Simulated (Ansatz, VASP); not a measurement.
**One calculation of RbBr, two programs**

The input INCAR:

```
SYSTEM = RbBr
ALGO = Normal ; EDIFF = 1E-6
ENCUT = 520 ; GGA = PS
ISIF = 2 ; ISMEAR = 0
LASPH = .TRUE. ; LCHARG = .FALSE.
LREAL = .FALSE. ; LWAVE = .FALSE.
NBANDS = 15 ; NELM = 80
PREC = Accurate ; SIGMA = 0.05
```

The input KPOINTS:

```
k-points
0
G
  6 6 6
  0 0 0
```

File POSCAR:

```
RbBr
1.0
    0.0000000000      3.4275000000      3.4275000000
    3.4275000000      0.0000000000      3.4275000000
    3.4275000000      3.4275000000      0.0000000000
Rb Br
1 1
Direct
    0.0000000000      0.0000000000      0.0000000000
    0.5000000000      0.5000000000      0.5000000000
```

Input for Ansatz:

```yaml
crystal:
  lattice:
    - [0.0, 3.4275, 3.4275]
    - [3.4275, 0.0, 3.4275]
    - [3.4275, 3.4275, 0.0]
  atoms:
    - { symbol: Rb, position: [0.0, 0.0, 0.0] }
    - { symbol: Br, position: [0.5, 0.5, 0.5] }
basis:
  ecutwfc: 420
kpoints:
  mp_grid: { grid: [6, 6, 6] }
hamiltonian:
  xc: pbesol
scf:
  occupations: { method: gaussian, width: 0.05 }
output:
  forces: true
  stress: true
  eigenvalues: true
```

Alike in both runs: task single point; functional PBEsol; k mesh 6 × 6 × 6; occupations gaussian, width 0.05 eV; no spin polarisation.

|  | VASP | Ansatz |
| --- | --- | --- |
| version | VASP 6.6.1 | Ansatz 0.2.0 |
| potentials or method | VASP PAW PBE potentials, release 64 (Rb_sv, Br), cutoff 520 eV | scalar-relativistic, plane waves, PAW |
| valence electrons in the cell | 16 | 16 |

```tsv
	VASP	Ansatz	Ansatz less VASP
gap on the k mesh at the Fermi level (eV)	4.21	4.21	+0.003
least direct gap on the mesh (eV)	4.21	4.21	+0.003
pressure (GPa)	0.0	-0.1	-0.03
```

VASP's potentials were made for PBE, not for PBEsol.
